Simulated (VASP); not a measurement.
# KMgF3: single point with PBE

KMgF3:

```
K Mg F
1.0
     3.66703    0.00000    0.00000
     0.00000    3.66703    0.00000
     0.00000    0.00000    3.98590
K Mg F
1 1 3
Cartesian
  1.8335 1.8335 1.9929
  0.0000 0.0000 0.0000
  1.8335 0.0000 0.0000
  0.0000 1.8335 0.0000
  0.0000 0.0000 1.9929
```

This cell differs from its parent crystal: strain -0.080 along x and y, +0.000 along z.

```
Program             : VASP 6.6.1
Task                : single point
Functional          : PBE
Potentials or basis : VASP PAW PBE potentials, release 64 (K_sv, Mg, F)
Cutoff              : 520 eV
k mesh              : 6 × 6 × 6
Occupations         : gaussian, width 0.05 eV
Spin                : no spin polarisation
```

```
Pressure               : 24.5 GPa
Band gap on the k mesh : 8.57 eV (least direct gap 8.97 eV)
```

Stress tensor (GPa, compression positive):
```
29.96  0.00  0.00
 0.00 29.96  0.00
 0.00  0.00 13.66
```

Levels at points of the mesh, in eV from the valence-band top:
| k point | band 13 | band 14 | band 15 | band 16 | band 17 | band 18 | band 19 | band 20 |
| --- | --- | --- | --- | --- | --- | --- | --- | --- |
| (0.00, 0.00, 0.00) | -0.83 | -0.42 | -0.40 | -0.40 | 8.57 | 9.94 | 10.43 | 12.35 |
| (0.50, 0.00, 0.00) | -1.27 | -1.26 | -0.79 | -0.70 | 11.15 | 11.73 | 12.20 | 13.13 |
| (0.50, 0.50, 0.00) | -1.47 | -0.85 | -0.85 | -0.02 | 11.85 | 12.72 | 13.04 | 13.04 |
| (0.00, 0.00, 0.50) | -0.88 | -0.88 | -0.69 | -0.69 | 10.93 | 10.98 | 12.06 | 13.47 |
| (0.50, 0.00, 0.50) | -1.29 | -1.28 | -1.27 | -0.23 | 11.65 | 12.24 | 13.58 | 13.81 |
| (0.50, 0.50, 0.50) | -1.28 | -0.15 | -0.15 | 0.00 | 10.91 | 10.91 | 11.06 | 14.06 |

It took 50 s on 1 thread of Intel(R) Xeon(R) Platinum 8259CL CPU @ 2.50GHz (Skylake/Cascade Lake) (shared host), peak memory 0.19 GiB.

Caveat: the cell differs from its parent crystal (strain -0.080 along x and y, +0.000 along z); the cell stands under pressure. A k mesh can miss the band edges.
